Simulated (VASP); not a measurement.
# InSb (F-43m) in VASP: further runs, part 2 of 2

VASP 6.6.1.

### 4 Electric field gradients, PBEsol (volume scaled by 0.99)

Contents of INCAR:

```
SYSTEM = InSb
PREC = Accurate ; ENCUT = 520
EDIFF = 1E-8 ; ISMEAR = -1
SIGMA = 0.05 ; LREAL = .FALSE.
LASPH = .TRUE. ; NELM = 60
ALGO = Normal ; ISIF = 2
LWAVE = .FALSE. ; LCHARG = .FALSE.
GGA = PS ; LEFG = .TRUE.
NBANDS = 16
```

Contents of KPOINTS:

```
Automatic mesh
0
G
  9 9 9
  0 0 0
```

Contents of POSCAR:

```
InSb
1.0
    0.0000000000      3.2282668087      3.2282668087
    3.2282668087      0.0000000000      3.2282668087
    3.2282668087      3.2282668087      0.0000000000
In Sb
1 1
Direct
    0.0000000000      0.0000000000      0.0000000000
    0.7500000000      0.7500000000      0.7500000000
```

Potentials or basis: VASP PAW PBE potentials, release 64 (In_d, Sb).

Command:

```console
$ cat potpaw_PBE.64/In_d/POTCAR potpaw_PBE.64/Sb/POTCAR > POTCAR
$ mpirun -np 1 vasp_std > vasp.out
```

OUTCAR:

```text
SYSTEM = InSb
   PREC = Accurate
   ENCUT = 520
   EDIFF = 1E-8
   ISMEAR = -1
   LREAL = .FALSE.
   LASPH = .TRUE.
   NELM = 60
   ISIF = 2
   GGA = PS

 ion  position               nearest neighbor table
   1  0.000  0.000  0.000-   2 2.80   2 2.80   2 2.80   2 2.80
   2  0.750  0.750  0.750-   1 2.80   1 2.80   1 2.80   1 2.80

  LATTYP: Found a face centered cubic cell.
 ALAT       =     6.4565336174

  Lattice vectors:

 A1 = (   0.0000000000,   3.2282668087,   3.2282668087)
 A2 = (   3.2282668087,   0.0000000000,   3.2282668087)
[... 668 lines left out ...]
  ---------------------------------------------------
  free  energy   TOTEN  =        -7.6899931008 eV

  energy  without entropy=       -7.6895700145  energy(sigma->0) =       -7.68978156

 Electric field gradients (V/A^2)
---------------------------------------------------------------------
 ion       V_xx      V_yy      V_zz      V_xy      V_xz      V_yz
---------------------------------------------------------------------
   1       0.000     0.000     0.000     0.001     0.001     0.001
   2      -0.000    -0.000    -0.000    -0.000    -0.000    -0.000
---------------------------------------------------------------------

 Electric field gradients after diagonalization (V/A^2)
 (convention: |V_zz| > |V_xx| > |V_yy|)
----------------------------------------------------------------------
 ion       V_xx      V_yy      V_zz     asymmetry (V_yy - V_xx)/ V_zz
----------------------------------------------------------------------
   1      -0.001    -0.001     0.002       0.000
   2       0.000     0.000    -0.000       0.000
----------------------------------------------------------------------

           NMR quadrupolar parameters

 Cq : quadrupolar parameter    Cq=e*Q*V_zz/h
 eta: asymmetry parameters     (V_yy - V_xx)/ V_zz
 Q  : nuclear electric quadrupole moment in mb (millibarn)
----------------------------------------------------------------------
 ion       Cq(MHz)       eta       Q (mb)
----------------------------------------------------------------------
   1       0.000       0.000       1.000
   2      -0.000       0.000       1.000
----------------------------------------------------------------------
```

OSZICAR:

```text
N       E                     dE             d eps       ncg     rms          rms(c)
DAV:   1     0.113158111897E+03    0.11316E+03   -0.79183E+03  1120   0.112E+03
DAV:   2    -0.595272229681E+00   -0.11375E+03   -0.11020E+03  1240   0.279E+02
DAV:   3    -0.763641036739E+01   -0.70411E+01   -0.70161E+01  1472   0.719E+01
DAV:   4    -0.782765726491E+01   -0.19125E+00   -0.19121E+00  1384   0.139E+01
DAV:   5    -0.783823926299E+01   -0.10582E-01   -0.10582E-01  1728   0.268E+00    0.414E+00
DAV:   6    -0.771465702872E+01    0.12358E+00   -0.17489E-01  1616   0.694E+00    0.234E+00
DAV:   7    -0.769041400855E+01    0.24243E-01   -0.70285E-02  1560   0.277E+00    0.618E-01
DAV:   8    -0.768959593236E+01    0.81808E-03   -0.79222E-03  1504   0.104E+00    0.266E-01
DAV:   9    -0.768999890000E+01   -0.40297E-03   -0.85936E-04  1352   0.268E-01    0.816E-02
DAV:  10    -0.768997327124E+01    0.25629E-04   -0.47330E-05  1488   0.531E-02    0.346E-02
DAV:  11    -0.768999268974E+01   -0.19419E-04   -0.34040E-05  1272   0.502E-02    0.224E-02
DAV:  12    -0.768999329363E+01   -0.60389E-06   -0.14021E-06  1416   0.104E-02    0.604E-03
DAV:  13    -0.768999315327E+01    0.14036E-06   -0.60398E-07  1336   0.607E-03    0.403E-03
DAV:  14    -0.768999310096E+01    0.52309E-07   -0.53263E-08  1536   0.177E-03    0.103E-03
DAV:  15    -0.768999310084E+01    0.12028E-09   -0.67201E-09  1072   0.481E-04
   1 F= -.76899931E+01 E0= -.76897816E+01  d E =-.423086E-03
```

stdout:

```text
POSCAR found type information on POSCAR InSb
 POSCAR found :  2 types and       2 ions
 scaLAPACK will be used
 -----------------------------------------------------------------------------
|                                                                             |
|                                                                             |
|     You enforced a specific xc type in the INCAR file but a different       |
|     I HOPE YOU KNOW WHAT YOU ARE DOING!                                     |
|                                                                             |
 -----------------------------------------------------------------------------

 LDA part: xc-table for (Slater+PW92), standard interpolation
 POSCAR, INCAR and KPOINTS ok, starting setup
 FFT: planning ... GRIDC
 FFT: planning ... GRID_SOFT
 FFT: planning ... GRID
 WAVECAR not read
 entering main loop
ion   1

ion   2
```

Run time: 48 s. Hardware: 1 thread of AMD EPYC 7R13 (Zen 3), shared host; peak memory 0.19 GiB.

Results:

```
Free energy            : -7.6900 eV
Pressure               : 1.4 GPa
Band gap on the k mesh : zero (filled and empty bands touch)
```

Caveat: without QUAD_EFG the Cq values of the log hold for a quadrupole moment of 1 mb, not for the nuclei; the PAW data sets were made with another functional, which shifts forces and pressure a little; spin-orbit coupling is left out, which moves the levels of the heavy elements.

### 5 Electric field gradients, PBEsol (volume scaled by 0.99)

Contents of INCAR:

```
ALGO = Normal
EDIFF = 1E-8
ENCUT = 520
GGA = PS
ISIF = 2
ISMEAR = -1
LASPH = T
LCHARG = F
LEFG = T
LREAL = F
LWAVE = F
NBANDS = 16
NELM = 60
PREC = Accurate
SIGMA = 0.05
```

Contents of KPOINTS:

```
k-points
0
Gamma
  9 9 9
```

POSCAR is that of step 4.

Potentials or basis: VASP PAW PBE potentials, release 64 (In_d, Sb).

Command:

```console
$ cat potpaw_PBE.64/In_d/POTCAR potpaw_PBE.64/Sb/POTCAR > POTCAR
$ mpirun -np 1 vasp_std > vasp.out
```

OUTCAR:

```text
EDIFF = 1E-8
   ENCUT = 520
   GGA = PS
   ISIF = 2
   ISMEAR = -1
   LASPH = T
   LREAL = F
   NELM = 60
   PREC = Accurate

 ion  position               nearest neighbor table
   1  0.000  0.000  0.000-   2 2.80   2 2.80   2 2.80   2 2.80
   2  0.750  0.750  0.750-   1 2.80   1 2.80   1 2.80   1 2.80

  LATTYP: Found a face centered cubic cell.
 ALAT       =     6.4565336174

  Lattice vectors:

 A1 = (   0.0000000000,   3.2282668087,   3.2282668087)
 A2 = (   3.2282668087,   0.0000000000,   3.2282668087)
 A3 = (   3.2282668087,   3.2282668087,   0.0000000000)

Analysis of symmetry for initial positions (statically):
=====================================================================
 Subroutine PRICEL returns:
 Original cell was already a primitive cell.

 Routine SETGRP: Setting up the symmetry group for a
 face centered cubic supercell.

 Subroutine GETGRP returns: Found 24 space group operations
 (whereof 24 operations were pure point group operations)
 out of a pool of 48 trial point group operations.

The static configuration has the point symmetry T_d .

Analysis of symmetry for dynamics (positions and initial velocities):
=====================================================================
 Subroutine PRICEL returns:
 Original cell was already a primitive cell.

 Routine SETGRP: Setting up the symmetry group for a
 face centered cubic supercell.

 Subroutine GETGRP returns: Found 24 space group operations
 (whereof 24 operations were pure point group operations)
 out of a pool of 48 trial point group operations.

The dynamic configuration has the point symmetry T_d .

[... 149 lines left out ...]
 cond. band min:       5.5816756199   @ k =   0.4444   0.0000   0.0000
 fundamental gap:      0.5078910241
 Fermi energy:         5.1275368306

 k-point     1 :       0.0000    0.0000    0.0000
  band No.  band energies     occupation
      1      -9.4913      2.00000
      2      -9.4913      2.00000
      3      -9.4913      2.00000
      4      -9.4017      2.00000
      5      -9.4017      2.00000
      6      -5.7430      2.00000
[... 433 lines left out ...]
      3      -9.4460      2.00000
      4      -9.4220      2.00000
      5      -9.3924      2.00000
      6      -3.8366      2.00000
[... 8 lines left out ...]
     15      15.1687      0.00000
     16      15.8179      0.00000

 [... further k-points ...]
[... 5 lines left out ...]
  --------------------------------------------------------------------------------------
  -------------------------------------------------------------------------------------
  Total        0.5683829      0.5683829      0.5683829      0.0000000      0.0000000      0.0000000
  in kB       13.5336009     13.5336009     13.5336009      0.0000000      0.0000000      0.0000000
  external PRESSURE =      13.5336009 kB  Pullay stress =       0.0000000 kB

 VOLUME and BASIS-vectors are now :
 -----------------------------------------------------------------------------
  energy-cutoff  :      520.00
  volume of cell :       67.29
      direct lattice vectors                 reciprocal lattice vectors
     0.000000000  3.228266809  3.228266809    -0.154881870  0.154881870  0.154881870
     3.228266809  0.000000000  3.228266809     0.154881870 -0.154881870  0.154881870
     3.228266809  3.228266809  0.000000000     0.154881870  0.154881870 -0.154881870

 POSITION                                       TOTAL-FORCE (eV/Angst)
 -----------------------------------------------------------------------------------
      0.00000      0.00000      0.00000         0.000000      0.000000      0.000000
      4.84240      4.84240      4.84240        -0.000000     -0.000000     -0.000000
 -----------------------------------------------------------------------------------
    total drift:                                0.000000      0.000000      0.000000

  FREE ENERGIE OF THE ION-ELECTRON SYSTEM (eV)
  ---------------------------------------------------
  free  energy   TOTEN  =        -7.6899931008 eV

  energy  without entropy=       -7.6895700145  energy(sigma->0) =       -7.68978156

 Electric field gradients (V/A^2)
---------------------------------------------------------------------
 ion       V_xx      V_yy      V_zz      V_xy      V_xz      V_yz
---------------------------------------------------------------------
   1       0.000     0.000     0.000     0.001     0.001     0.001
   2      -0.000    -0.000    -0.000    -0.000    -0.000    -0.000
---------------------------------------------------------------------

 Electric field gradients after diagonalization (V/A^2)
 (convention: |V_zz| > |V_xx| > |V_yy|)
----------------------------------------------------------------------
 ion       V_xx      V_yy      V_zz     asymmetry (V_yy - V_xx)/ V_zz
----------------------------------------------------------------------
   1      -0.001    -0.001     0.002       0.000
   2       0.000     0.000    -0.000       0.000
----------------------------------------------------------------------

           NMR quadrupolar parameters

 Cq : quadrupolar parameter    Cq=e*Q*V_zz/h
 eta: asymmetry parameters     (V_yy - V_xx)/ V_zz
 Q  : nuclear electric quadrupole moment in mb (millibarn)
----------------------------------------------------------------------
 ion       Cq(MHz)       eta       Q (mb)
----------------------------------------------------------------------
   1       0.000       0.000       1.000
   2      -0.000       0.000       1.000
----------------------------------------------------------------------
```

OSZICAR:

```text
N       E                     dE             d eps       ncg     rms          rms(c)
DAV:   1     0.113158111897E+03    0.11316E+03   -0.79183E+03  1120   0.112E+03
DAV:   2    -0.595272229681E+00   -0.11375E+03   -0.11020E+03  1240   0.279E+02
DAV:   3    -0.763641036739E+01   -0.70411E+01   -0.70161E+01  1472   0.719E+01
DAV:   4    -0.782765726491E+01   -0.19125E+00   -0.19121E+00  1384   0.139E+01
DAV:   5    -0.783823926299E+01   -0.10582E-01   -0.10582E-01  1728   0.268E+00    0.414E+00
DAV:   6    -0.771465702872E+01    0.12358E+00   -0.17489E-01  1616   0.694E+00    0.234E+00
DAV:   7    -0.769041400855E+01    0.24243E-01   -0.70285E-02  1560   0.277E+00    0.618E-01
DAV:   8    -0.768959593236E+01    0.81808E-03   -0.79222E-03  1504   0.104E+00    0.266E-01
DAV:   9    -0.768999890000E+01   -0.40297E-03   -0.85936E-04  1352   0.268E-01    0.816E-02
DAV:  10    -0.768997327124E+01    0.25629E-04   -0.47330E-05  1488   0.531E-02    0.346E-02
DAV:  11    -0.768999268974E+01   -0.19419E-04   -0.34040E-05  1272   0.502E-02    0.224E-02
DAV:  12    -0.768999329363E+01   -0.60389E-06   -0.14021E-06  1416   0.104E-02    0.604E-03
DAV:  13    -0.768999315327E+01    0.14036E-06   -0.60398E-07  1336   0.607E-03    0.403E-03
DAV:  14    -0.768999310096E+01    0.52309E-07   -0.53263E-08  1536   0.177E-03    0.103E-03
DAV:  15    -0.768999310084E+01    0.12028E-09   -0.67201E-09  1072   0.481E-04
   1 F= -.76899931E+01 E0= -.76897816E+01  d E =-.423086E-03
```

stdout:

```text
POSCAR found type information on POSCAR InSb
 POSCAR found :  2 types and       2 ions
 scaLAPACK will be used
 -----------------------------------------------------------------------------
|                                                                             |
|                                                                             |
|     You enforced a specific xc type in the INCAR file but a different       |
|     I HOPE YOU KNOW WHAT YOU ARE DOING!                                     |
|                                                                             |
 -----------------------------------------------------------------------------

 LDA part: xc-table for (Slater+PW92), standard interpolation
 POSCAR, INCAR and KPOINTS ok, starting setup
 FFT: planning ... GRIDC
 FFT: planning ... GRID_SOFT
 FFT: planning ... GRID
 WAVECAR not read
 entering main loop
ion   1

ion   2
```

Run time: 48 s. Hardware: 1 thread of AMD EPYC 7R13 (Zen 3), shared host; peak memory 0.19 GiB.

Results:

- Free energy: -7.6900 eV
- Pressure: 1.4 GPa
- Band gap on the k mesh: zero (filled and empty bands touch)

Levels at points of the mesh, in eV from the Fermi level:
```tsv
k point	band 6	band 7	band 8	band 9	band 10	band 11	band 12	band 13
(0.00, 0.00, 0.00)	-10.87	-0.26	-0.05	-0.05	-0.05	2.87	2.87	2.87
```

Caveat: without QUAD_EFG the Cq values of the log hold for a quadrupole moment of 1 mb, not for the nuclei; the PAW data sets were made with another functional, which shifts forces and pressure a little; spin-orbit coupling is left out, which moves the levels of the heavy elements.
